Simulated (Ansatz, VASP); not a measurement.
# One calculation of Sn, two programs

File INCAR:

```
SYSTEM = Sn
PREC = Accurate ; ENCUT = 600
EDIFF = 1E-6 ; ISMEAR = 0
SIGMA = 0.1 ; LREAL = .FALSE.
LASPH = .TRUE. ; NELM = 80
ALGO = Fast ; ISIF = 3
LWAVE = .FALSE. ; LCHARG = .FALSE.
GGA = PS ; IBRION = 2
NSW = 100 ; EDIFFG = -0.01
```

The input KPOINTS:

```
regular mesh
0
G
  21 21 18
  0 0 0
```

File POSCAR:

```
Sn
1.0
    3.1780331353      0.0000000000      0.0000000000
   -1.5890165677      2.7522574293      0.0000000000
    0.0000000000      0.0000000000      3.1135367529
Sn
1
Direct
    0.0000000000      0.0000000000      0.0000000000
```

Input for Ansatz:

```yaml
crystal:
  lattice:
    - [3.1780331353, 0.0, 0.0]
    - [-1.5890165677, 2.7522574293, 0.0]
    - [0.0, 0.0, 3.1135367529]
  atoms:
    - { symbol: Sn, position: [0.0, 0.0, 0.0] }
basis:
  ecutwfc: 420
kpoints:
  mp_grid: { grid: [21, 21, 18] }
hamiltonian:
  xc: pbesol
scf:
  occupations: { method: gaussian, width: 0.1 }
output:
  forces: true
  stress: true
  eigenvalues: true
relax:
  adjacent_minimum: "off"
  f_tol: 0.01
  max_steps: 80
  cell: { stress_tol: 0.05 }
```

Alike in both runs: task relaxation of cell and atoms; functional PBEsol; k mesh 21 × 21 × 18; occupations gaussian, width 0.1 eV; no spin polarisation.

|  | VASP | Ansatz |
| --- | --- | --- |
| version | VASP 6.6.1 | Ansatz 0.2.0 |
| potentials or method | VASP PAW PBE potentials, release 64 (Sn_d), cutoff 600 eV | scalar-relativistic, plane waves, PAW |
| valence electrons in the cell | 14 | 14 |

|  | VASP | Ansatz | Ansatz less VASP |
| --- | --- | --- | --- |
| gap on the k mesh at the Fermi level, each at its own relaxed structure (eV) | none | none | - |
| relaxed volume (Å³/atom) | 26.85 | 26.87 | +0.018 |
| relaxed cell length with the largest relative difference (Å) | 3.009 | 3.010 | +0.0010 |

VASP's potentials were made for PBE, not for PBEsol. A gap of «none» marks a metal or a gap that the smearing closes.
